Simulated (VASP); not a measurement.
# PbS (Pm-3m) in VASP: a series of runs

The runs below take PbS through single point, with PBE.

Everything below comes from runs of VASP 6.6.1. Logs are shortened: lines on timing, memory, paths and dates and some standing lists are left out, and cuts for length are marked.

## Step 1: The cell of the first run

It takes space group Pm-3m (No. 221, cubic). The conventional cell has a = 3.654 Å, b = 3.654 Å, c = 3.654 Å, α = 90.00°, β = 90.00°, γ = 90.00°. Within 4.2 Å of Pb (site symmetry m-3m) lie 8 S at 3.16 Å and 6 Pb at 3.65 Å. Within 4.2 Å of S (site symmetry m-3m) lie 8 Pb at 3.16 Å and 6 S at 3.65 Å.

## Step 2: Single point, PBE

The input, INCAR:

```
PREC = Accurate
ENCUT = 520
EDIFF = 1E-6
ISMEAR = 0
SIGMA = 0.1
LREAL = F
LASPH = T
NELM = 100
ALGO = Normal
ISIF = 2
LWAVE = F
LCHARG = T
GGA = PE
LELF = T
LVHAR = T
NBANDS = 17
```

The input, KPOINTS:

```
Automatic mesh
0
Gamma
  2 2 2
```

The input, POSCAR:

```
PbS
1.0
    3.6536590000      0.0000000000      0.0000000000
    0.0000000000      3.6536590000      0.0000000000
    0.0000000000      0.0000000000      3.6536590000
Pb S
1 1
Direct
    0.0000000000      0.0000000000      0.0000000000
    0.5000000000      0.5000000000      0.5000000000
```

Potentials or basis: VASP PAW PBE potentials, release 64 (Pb_d, S).

Command:

```
$ cat potpaw_PBE.64/Pb_d/POTCAR potpaw_PBE.64/S/POTCAR > POTCAR
$ mpirun -np 1 vasp_std > vasp.out
```

OUTCAR:

```text
PREC = Accurate
   ENCUT = 520
   EDIFF = 1E-6
   ISMEAR = 0
   LREAL = F
   LASPH = T
   NELM = 100
   ISIF = 2
   GGA = PE

 ion  position               nearest neighbor table
   1  0.000  0.000  0.000-   2 3.16   2 3.16   2 3.16   2 3.16   2 3.16   2 3.16   2 3.16   2 3.16

   2  0.500  0.500  0.500-   1 3.16   1 3.16   1 3.16   1 3.16   1 3.16   1 3.16   1 3.16   1 3.16

  LATTYP: Found a simple cubic cell.
 ALAT       =     3.6536590000

  Lattice vectors:

 A1 = (   3.6536590000,   0.0000000000,   0.0000000000)
 A2 = (   0.0000000000,   3.6536590000,   0.0000000000)
 A3 = (   0.0000000000,   0.0000000000,   3.6536590000)

Analysis of symmetry for initial positions (statically):
=====================================================================
 Subroutine PRICEL returns:
 Original cell was already a primitive cell.

 Routine SETGRP: Setting up the symmetry group for a
 simple cubic supercell.

 Subroutine GETGRP returns: Found 48 space group operations
 (whereof 48 operations were pure point group operations)
 out of a pool of 48 trial point group operations.

The static configuration has the point symmetry O_h .

Analysis of symmetry for dynamics (positions and initial velocities):
=====================================================================
 Subroutine PRICEL returns:
 Original cell was already a primitive cell.

 Routine SETGRP: Setting up the symmetry group for a
 simple cubic supercell.

 Subroutine GETGRP returns: Found 48 space group operations
 (whereof 48 operations were pure point group operations)
 out of a pool of 48 trial point group operations.

The dynamic configuration has the point symmetry O_h .

 Subroutine INISYM returns: Found 48 space group operations
 (whereof 48 operations are pure point group operations),
 and found     1 'primitive' translations

----------------------------------------------------------------------------------------

                                     Primitive cell

  volume of cell :      48.7735

  direct lattice vectors                    reciprocal lattice vectors
     3.653659000  0.000000000  0.000000000     0.273698230  0.000000000  0.000000000
     0.000000000  3.653659000  0.000000000     0.000000000  0.273698230  0.000000000
     0.000000000  0.000000000  3.653659000     0.000000000  0.000000000  0.273698230

  length of vectors
[... 57 lines left out ...]
   LSORBIT =      F    spin-orbit coupling
   LASPH  =      T    aspherical Exc in radial PAW
   ENCUT  =  520.0 eV  38.22 Ry    6.18 a.u.   6.79  6.79  6.79*2*pi/ulx,y,z
   NELM   =    100;   NELMIN=  2; NELMDL= -5     # of ELM steps
   EDIFF  = 0.1E-05   stopping-criterion for ELM
   LREAL  =      F    real-space projection
   EDIFFG = 0.1E-04   stopping-criterion for IOM
   NSW    =      0    number of steps for IOM
   IBRION =     -1    ionic relax: 0-MD 1-quasi-New 2-CG
   NFREE  =      0    steps in history (QN), initial steepest desc. (CG)
   ISIF   =      2    stress and relaxation
   ISYM   =      2    0-nonsym 1-usesym 2-fastsym
   POTIM  = 0.5000    time-step for ionic-motion
   TEBEG  =    0.0;   TEEND  =   0.0 temperature during run
   PSTRESS=    0.0 pullay stress
   NELECT =      20.0000    total number of electrons
   NUPDOWN=      -1.0000    fix difference up-down
   EMIN   =  10.00;   EMAX   =-10.00  energy-range for DOS
   EFERMI =   0.00;   METHOD = LEGACY
   ISMEAR =     0;   SIGMA  =   0.10  broadening in eV -4-tet -1-fermi 0-gaus
   EFERMI_NEDOS =   21; number of points for ismear=-14 and -15
   IALGO  =     38    algorithm
   IMIX   =      4    mixing-type and parameters
     AMIX     =   0.40;   BMIX     =  1.00
     AMIX_MAG =   1.60;   BMIX_MAG =  1.00
  volume/ion in A,a.u.               =      24.39       164.57
  Fermi-wavevector in a.u.,A,eV,Ry     =   1.216252  2.298383 20.126668  1.479268
  Thomas-Fermi vector in A             =   2.351612
   LORBIT       =      0    0 simple, 1 ext, 2 COOP (PROOUT), +10 PAW based schemes
   GGA     = PE    functional components
   LHFCALC =     F    Hartree Fock is set to
   AEXX    =    0.0000 exact exchange contribution
   IVDW    =     0    specifies the selected vdW correction
   LEPSILON=     F    determine dielectric tensor
   LRPA    =     F    only Hartree local field effects (RPA)
 non-spin polarized calculation
 Gauss-broadening in eV      SIGMA  =   0.10
  energy-cutoff  :      520.00
  volume of cell :       48.77
 maximum number of plane-waves:      1357
 NGX is ok and might be reduce to    28
   NGX = 13   NGY = 13   NGZ = 13

 number of electron      19.9999995 magnetization

 Free energy of the ion-electron system (eV)
  ---------------------------------------------------
  ext. energy  EPLUGINS =         0.00000000
  ---------------------------------------------------
  free energy    TOTEN  =        -7.03153439 eV

  energy without entropy =       -7.01566443  energy(sigma->0) =       -7.02359941

 E-fermi :   5.8233     XC(G=0): -10.1864

 val. band max:        5.7224087473   @ k =   0.5000   0.5000   0.0000
 cond. band min:       5.9230206138   @ k =   0.5000   0.0000   0.0000
 fundamental gap:      0.2006118666
 Fermi energy:         5.8232944095

 k-point     1 :       0.0000    0.0000    0.0000
  band No.  band energies     occupation
      1     -10.8709      2.00000
      2     -10.8709      2.00000
      3     -10.6687      2.00000
      4     -10.6687      2.00000
      5     -10.6687      2.00000
      6      -7.0908      2.00000
[... 57 lines left out ...]
      4     -10.6102      2.00000
      5     -10.6102      2.00000
      6      -4.8637      2.00000
[... 9 lines left out ...]
     16      19.7972      0.00000
     17      22.4031      0.00000

------------------------ aborting loop because EDIFF is reached ----------------------------------------

  FORCE on cell =-STRESS in cart. coord.  units (eV):
  Direction    XX          YY          ZZ          XY          YZ          ZX
  --------------------------------------------------------------------------------------
  -------------------------------------------------------------------------------------
  Total       -1.3048726     -1.3048726     -1.3048726      0.0000000      0.0000000      0.0000000
  in kB      -42.8641934    -42.8641934    -42.8641934      0.0000000      0.0000000      0.0000000
  external PRESSURE =     -42.8641934 kB  Pullay stress =       0.0000000 kB

 VOLUME and BASIS-vectors are now :
 -----------------------------------------------------------------------------
  energy-cutoff  :      520.00
  volume of cell :       48.77
      direct lattice vectors                 reciprocal lattice vectors
     3.653659000  0.000000000  0.000000000     0.273698230  0.000000000  0.000000000
     0.000000000  3.653659000  0.000000000     0.000000000  0.273698230  0.000000000
     0.000000000  0.000000000  3.653659000     0.000000000  0.000000000  0.273698230

 POSITION                                       TOTAL-FORCE (eV/Angst)
 -----------------------------------------------------------------------------------
      0.00000      0.00000      0.00000         0.000000      0.000000      0.000000
      1.82683      1.82683      1.82683         0.000000      0.000000      0.000000
 -----------------------------------------------------------------------------------
    total drift:                               -0.000000      0.000000      0.000000

  FREE ENERGIE OF THE ION-ELECTRON SYSTEM (eV)
  ---------------------------------------------------
  free  energy   TOTEN  =        -7.0315343930 eV

  energy  without entropy=       -7.0156644316  energy(sigma->0) =       -7.02359941
```

stdout:

```text
POSCAR found type information on POSCAR PbS
 POSCAR found :  2 types and       2 ions
 scaLAPACK will be used
 LDA part: xc-table for (Slater+PW92), standard interpolation
 POSCAR, INCAR and KPOINTS ok, starting setup
 FFT: planning ... GRIDC
 FFT: planning ... GRID_SOFT
 FFT: planning ... GRID
 WAVECAR not read
 entering main loop
```

Wall time 3.9 s (1 thread of Intel Xeon Platinum 8488C (Sapphire Rapids), shared host); peak memory 0.15 GiB.

Results:

```
Free energy            : -7.0315 eV
Pressure               : -4.3 GPa
Band gap on the k mesh : zero (band 10 reaches 5.92 eV, above the bottom of band 11 at 5.62 eV)
```

Levels at points of the mesh, in eV from the Fermi level:
```tsv
k point	band 8	band 9	band 10	band 11	band 12	band 13
(0.00, 0.00, 0.00)	-1.38	-1.38	-1.38	5.78	5.78	6.78
(0.50, 0.00, 0.00)	-0.29	-0.29	0.10	0.58	4.21	4.21
(0.50, 0.50, 0.00)	-4.18	-4.18	-0.10	4.42	4.42	6.21
(0.50, 0.50, 0.50)	-2.16	-2.16	-2.16	-0.20	-0.20	-0.20
```

Caveat: the k points lie up to 0.86 Å⁻¹ apart; spin-orbit coupling is left out, which moves the levels of the heavy elements.

## Step 3: Single point, PBE

The input, INCAR:

```
SYSTEM = PbS
PREC = Accurate
ENCUT = 520
EDIFF = 1E-6
ISMEAR = 0
SIGMA = 0.1
LREAL = .False.
LASPH = .True.
NELM = 80
ALGO = Normal
ISIF = 2
LWAVE = .False.
LCHARG = .False.
GGA = PE
NBANDS = 17
ISYM = 0
```

The input, KPOINTS:

```
regular mesh
0
Gamma
  4 4 4
  0 0 0
```

POSCAR is that of step 2.

Potentials or basis: VASP PAW PBE potentials, release 64 (Pb_d, S).

Command:

```
$ cat potpaw_PBE.64/Pb_d/POTCAR potpaw_PBE.64/S/POTCAR > POTCAR
$ mpirun -np 1 vasp_std > vasp.out
```

It took 13 s on 1 thread of Intel Xeon Platinum 8488C (Sapphire Rapids), shared host; peak memory 0.17 GiB.

Results (log left out):

| Quantity | Value |
| --- | --- |
| Free energy | -8.1825 eV |
| Pressure | -0.6 GPa |
| Band gap on the k mesh | zero (band 10 reaches 6.00 eV, above the bottom of band 11 at 5.64 eV) |

Levels at points of the mesh, in eV from the Fermi level:
| k point | band 7 | band 8 | band 9 | band 10 | band 11 | band 12 | band 13 | band 14 |
| --- | --- | --- | --- | --- | --- | --- | --- | --- |
| (0.00, 0.00, 0.00) | -6.55 | -1.39 | -1.39 | -1.39 | 5.68 | 5.68 | 6.70 | 6.70 |
| (0.50, 0.00, 0.00) | -8.82 | -0.28 | -0.28 | 0.07 | 0.51 | 4.12 | 4.12 | 6.91 |
| (0.00, 0.50, 0.00) | -8.82 | -0.28 | -0.28 | 0.07 | 0.51 | 4.12 | 4.12 | 6.91 |
| (0.00, 0.00, 0.50) | -8.82 | -0.28 | -0.28 | 0.07 | 0.51 | 4.12 | 4.12 | 6.91 |
| (0.50, 0.50, 0.00) | -7.09 | -4.24 | -4.24 | -0.08 | 4.38 | 4.38 | 6.09 | 7.40 |
| (0.00, 0.50, 0.50) | -7.09 | -4.24 | -4.24 | -0.08 | 4.38 | 4.38 | 6.09 | 7.40 |
| (0.50, 0.00, 0.50) | -7.09 | -4.24 | -4.24 | -0.08 | 4.38 | 4.38 | 6.09 | 7.40 |
| (0.50, 0.50, 0.50) | -5.80 | -2.18 | -2.18 | -2.18 | -0.29 | -0.29 | -0.29 | 13.90 |

Caveat: the k points lie up to 0.43 Å⁻¹ apart; spin-orbit coupling is left out, which moves the levels of the heavy elements.

## Step 4: Single point, PBE

The input, INCAR:

```
PREC = Accurate ; ENCUT = 500
EDIFF = 1E-6 ; ISMEAR = 0
SIGMA = 0.1 ; LREAL = False
LASPH = True ; NELM = 120
ALGO = Normal ; ISIF = 2
LWAVE = False ; LCHARG = False
GGA = PE ; ISYM = 0
NBANDS = 17 ; GGA_COMPAT = False
```

The input, KPOINTS:

```
regular mesh
0
Gamma
  1 1 1
```

POSCAR is that of step 3.

Command:

```
$ cat potpaw_PBE.64/Pb_d/POTCAR potpaw_PBE.64/S/POTCAR > POTCAR
$ mpirun -np 1 vasp_gam > vasp.out
```

Wall time 2.1 s (1 thread of AMD EPYC 9R45 (Zen 5), shared host); peak memory 0.11 GiB.

It converged, with:

* Free energy: -6.9566 eV
* Pressure: 2.4 GPa
* Band gap on the k mesh: 7.10 eV

Levels at points of the mesh, in eV from the valence-band top:
```tsv
k point	band 6	band 7	band 8	band 9	band 10	band 11	band 12	band 13	band 14	band 15
(0.00, 0.00, 0.00)	-11.52	-5.33	0.00	0.00	0.00	7.10	7.10	7.85	7.85	7.85
```

Caveat: the k points lie up to 1.72 Å⁻¹ apart; spin-orbit coupling is left out, which moves the levels of the heavy elements. A k mesh can miss the band edges.

## Step 5: Single point, PBE

INCAR: that of step 4 with these lines changed.

```diff
@@ -6,3 +6,3 @@
 LWAVE = False ; LCHARG = False
-GGA = PE ; ISYM = 0
+GGA = PE ; NELECT = 19.9
 NBANDS = 17 ; GGA_COMPAT = False
```

The input, KPOINTS:

```
Automatic mesh
0
Gamma
  1 1 1
  0.5 0.5 0.5
```

POSCAR is that of step 4.

Command:

```
$ cat potpaw_PBE.64/Pb_d/POTCAR potpaw_PBE.64/S/POTCAR > POTCAR
$ mpirun -np 1 vasp_std > vasp.out
```

Run time: 2.2 s. Hardware: 1 thread of AMD EPYC 9R45 (Zen 5), shared host; peak memory 0.12 GiB.

It converged, with:

```yaml
Free_energy: -5.5443 eV
```

Levels at points of the mesh, in eV from the Fermi level:
| k point | band 7 | band 8 | band 9 | band 10 | band 11 | band 12 | band 13 | band 14 |
| --- | --- | --- | --- | --- | --- | --- | --- | --- |
| (0.50, 0.50, 0.50) | -5.03 | -0.15 | -0.15 | -0.15 | 1.01 | 1.01 | 1.01 | 15.69 |

Caveat: the k points lie up to 1.72 Å⁻¹ apart; the cell carries a net charge on a neutralising background, which shifts energy and pressure; the cell is charged against a uniform background, so pressure and absolute levels hang on convention; spin-orbit coupling is left out, which moves the levels of the heavy elements.

## Step 6: Single point, PBE

The input, INCAR:

```
PREC = Accurate
ENCUT = 500
EDIFF = 1E-6
ISMEAR = 0
SIGMA = 0.1
LREAL = F
LASPH = T
NELM = 120
ALGO = Normal
ISIF = 2
LWAVE = F
LCHARG = F
GGA = PE
NBANDS = 17
ISYM = 0
GGA_COMPAT = F
```

The input, KPOINTS:

```
Automatic mesh
0
Gamma
  4 1 1
```

POSCAR is that of step 5.

Potentials or basis: VASP PAW PBE potentials, release 64 (Pb_d, S).

Command:

```
$ cat potpaw_PBE.64/Pb_d/POTCAR potpaw_PBE.64/S/POTCAR > POTCAR
$ mpirun -np 1 vasp_std > vasp.out
```

Wall time 3.1 s (1 thread of AMD EPYC 9R45 (Zen 5), shared host); peak memory 0.12 GiB.

The run converged, but its numbers aren't listed here, since they failed a check.

Caveat: the k points lie up to 1.72 Å⁻¹ apart; spin-orbit coupling is left out, which moves the levels of the heavy elements.

## Step 7: The runs side by side

```tsv
k mesh	cutoff (eV)	gap on the mesh (eV)	pressure (GPa)
2 × 2 × 2	520	none	-4.3
4 × 4 × 4	520	none	-0.6
1 × 1 × 1	500	7.10	2.4
```

Alike in all rows: task single point; level PBE; potentials or basis VASP PAW PBE potentials, release 64 (Pb_d, S); no spin polarisation; cell as given; smearing gaussian 0.1 eV.

Caveats: all runs use coarse meshes; spin-orbit coupling is left out, which moves the levels of the heavy elements.

Total energies depend on the potentials used, so only differences within one code and one set of settings carry meaning.
